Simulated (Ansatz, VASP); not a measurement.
**Cr: VASP beside Ansatz**

File INCAR:

```
SYSTEM = Cr
ALGO = Normal
EDIFF = 1E-7
ENCUT = 520
GGA = PE
ISIF = 2
ISMEAR = 0
ISPIN = 2
LASPH = .True.
LCHARG = .False.
LMAXMIX = 4
LORBIT = 11
LREAL = .False.
LWAVE = .False.
MAGMOM = 2 -2
NBANDS = 23
NELM = 150
PREC = Accurate
SIGMA = 0.05
```

KPOINTS

```
k-points
0
Gamma
  20 20 10
  0 0 0
```

POSCAR

```
Cr
1.0
    0.0000000000      2.8476034598      0.0000000000
    2.8476034598      0.0000000000      0.0000000000
    2.8476034598      2.8476034598     -2.8476034598
Cr
2
Direct
    0.0000000000      0.0000000000      0.0000000000
    0.0000000000      0.0000000000      0.5000000000
```

Input for Ansatz:

```yaml
crystal:
  lattice:
    - [0.0, 2.84760346, 0.0]
    - [2.84760346, 0.0, 0.0]
    - [2.84760346, 2.84760346, -2.84760346]
  atoms:
    - { symbol: Cr, position: [0.0, 0.0, 0.0], spin: 2.0 }
    - { symbol: Cr, position: [0.0, 0.0, 0.5], spin: -2.0 }
basis:
  ecutwfc: 420
  ecutrho_ratio: 4
kpoints:
  mp_grid: { grid: [20, 20, 10] }
hamiltonian:
  xc: pbe
scf:
  occupations: { method: gaussian, width: 0.05 }
output:
  forces: true
  stress: true
  eigenvalues: true
  populations: true
magnetization:
  spin_polarized: true
```

Alike in both runs: task single point; functional PBE; k mesh 20 × 20 × 10; occupations gaussian, width 0.05 eV; collinear spin.

```csv
,VASP,Ansatz
version,VASP 6.6.1,Ansatz 0.2.0
potentials or method,"VASP PAW PBE potentials, release 64 (Cr_pv), cutoff 520 eV","scalar-relativistic, plane waves, PAW"
valence electrons in the cell,24,28
```

|  | VASP | Ansatz | Ansatz less VASP |
| --- | --- | --- | --- |
| gap on the k mesh at the Fermi level (eV) | none | none | - |
| pressure (GPa) | 3.7 | 3.9 | +0.17 |
| net moment per atom (μB) | 0.00 | 0.00 | 0.000 |
| size of the moment on the site where the two differ most (μB) | 0.99 | 0.89 | -0.095 |

Site moments also hang on the region over which each program counts them. A gap of «none» marks a metal or a gap that the smearing closes. VASP's potentials hold 24 valence electrons a cell and Ansatz's 28, so a difference there can come from the potentials and not from the codes.
